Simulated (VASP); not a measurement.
Write the native input for VASP 6.6.1 that does the following.

```
Task                   : single point
Functional             : PBE
Potentials or basis    : VASP PAW PBE potentials, release 64 (B, N)
Cutoff                 : 520 eV
k mesh                 : 12 × 12 × 12
Occupations            : gaussian, width 0.05 eV
Spin                   : no spin polarisation
Dipole correction      : no
Further INCAR settings : ALGO = Normal; EDIFF = 1e-06; NBANDS = 11
```

The structure of BN lies in POSCAR:

```
BN
1.0
    0.0000000000      1.6952128822      1.7579725005
    1.7579725005      0.0000000000      1.7579725005
    1.7579725005      1.6952128822      0.0000000000
B N
1 1
Direct
    0.0000000000      0.0000000000      0.0000000000
    0.7500000000      0.7500000000      0.7500000000
```

This cell differs from its parent crystal: volume 5.239 Å^3 an atom, c/a of the conventional cell 0.9643.

These files were run (other wordings do the same):

INCAR

```
PREC = Accurate
ENCUT = 520
EDIFF = 1E-6
ISMEAR = 0
SIGMA = 0.05
LREAL = F
LASPH = T
NELM = 100
ALGO = Normal
ISIF = 2
LWAVE = F
LCHARG = F
GGA = PE
NBANDS = 11
```

KPOINTS

```
Automatic mesh
0
Gamma
  12 12 12
```

Potentials or basis: VASP PAW PBE potentials, release 64 (B, N).

Launch:

```bash
$ cat potpaw_PBE.64/B/POTCAR potpaw_PBE.64/N/POTCAR > POTCAR
$ mpirun -np 1 vasp_std > vasp.out
```

Results of the run:

```json
{
  "Pressure": "60.5 GPa",
  "Band gap on the k mesh": "3.87 eV, indirect (least direct gap 8.98 eV)"
}
```

It took 22 s on 1 thread of Intel Xeon 8259CL (shared host), peak memory 0.13 GiB.
